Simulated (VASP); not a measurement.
Input of a VASP 6.6.1 run:

INCAR

```
SYSTEM = WC
PREC     = Accurate       ! precision mode
ENCUT    = 520            ! plane-wave cutoff, eV
EDIFF    = 1E-8           ! SCF threshold, eV
ISMEAR   = -1             ! smearing method
SIGMA    = 0.05           ! smearing width, eV
LREAL    = .FALSE.        ! projectors in reciprocal space
LASPH    = .TRUE.         ! aspherical terms in the spheres
NELM     = 80             ! most SCF steps
ALGO     = Normal         ! electronic algorithm
ISIF     = 2              ! what is computed and relaxed
LWAVE    = .FALSE.        ! write WAVECAR
LCHARG   = .FALSE.        ! write CHGCAR
GGA      = PS             ! functional
LEFG     = .TRUE.       
NBANDS   = 16             ! bands
```

File KPOINTS:

```
Automatic mesh
0
G
  13 13 12
  0 0 0
```

The input POSCAR:

```
WC
1.0
    2.8810343969      0.0000000000      0.0000000000
   -1.4405171984      2.4950489769      0.0000000000
    0.0000000000      0.0000000000      2.8100128507
W C
1 1
Direct
    0.0000000000      0.0000000000      0.0000000000
    0.6666666667      0.3333333333      0.5000000000
```

Potentials or basis: VASP PAW PBE potentials, release 64 (W_sv, C).

Launch:

```sh
$ cat potpaw_PBE.64/W_sv/POTCAR potpaw_PBE.64/C/POTCAR > POTCAR
$ mpirun -np 1 vasp_std > vasp.out
```

Question: What does it give for the pressure?

Answer: 9.2 GPa.

Question: Estimate the band gap on the k mesh.

Answer: Zero (band 9 reaches 12.00 eV, above the bottom of band 10 at 10.69 eV).

Stress tensor (GPa, compression positive):
```
8.76 0.00 0.00
0.00 8.76 0.00
0.00 0.00 9.95
```

Caveat: without QUAD_EFG the Cq values of the log hold for a quadrupole moment of 1 mb, not for the nuclei; the PAW data sets were made with another functional, which shifts forces and pressure a little; spin-orbit coupling is left out, which moves the levels of the heavy elements.
